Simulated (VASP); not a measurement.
Here is a VASP 6.6.1 calculation.

File INCAR:

```
PREC = Accurate
ENCUT = 520
EDIFF = 1E-7
ISMEAR = 0
SIGMA = 0.1
LREAL = False
LASPH = True
NELM = 60
ALGO = Normal
ISIF = 2
LWAVE = False
LCHARG = False
GGA = PE
NBANDS = 24
```

Contents of KPOINTS:

```
regular mesh
0
Gamma
  6 6 4
```

The input POSCAR:

```
TaAs
1.0
    4.3217501146      0.0000000000      0.0000000000
   -2.1608750573      3.7427453881      0.0000000000
    0.0000000000      0.0000000000      5.3141249207
Ta As
2 2
Direct
    0.3333333333      0.6666666667      0.7500000000
    0.6666666667      0.3333333333      0.2500000000
    0.0000000000      0.0000000000      0.2500000000
    0.0000000000      0.0000000000      0.7500000000
```

Potentials or basis: VASP PAW PBE potentials, release 64 (Ta_pv, As).

The run is started by

```console
$ cat potpaw_PBE.64/Ta_pv/POTCAR potpaw_PBE.64/As/POTCAR > POTCAR
$ mpirun -np 1 vasp_std > vasp.out
```

Problem. Estimate the band gap on the k mesh.

Solution. Zero (bands 16 and 17 overlap by 1.59 eV).

Problem. Estimate the pressure.

Solution. 0.6 GPa.

Stress tensor (GPa, compression positive):
```
0.61 0.00 0.00
0.00 0.61 0.00
0.00 0.00 0.45
```

Caveat: spin-orbit coupling is left out, which moves the levels of the heavy elements.
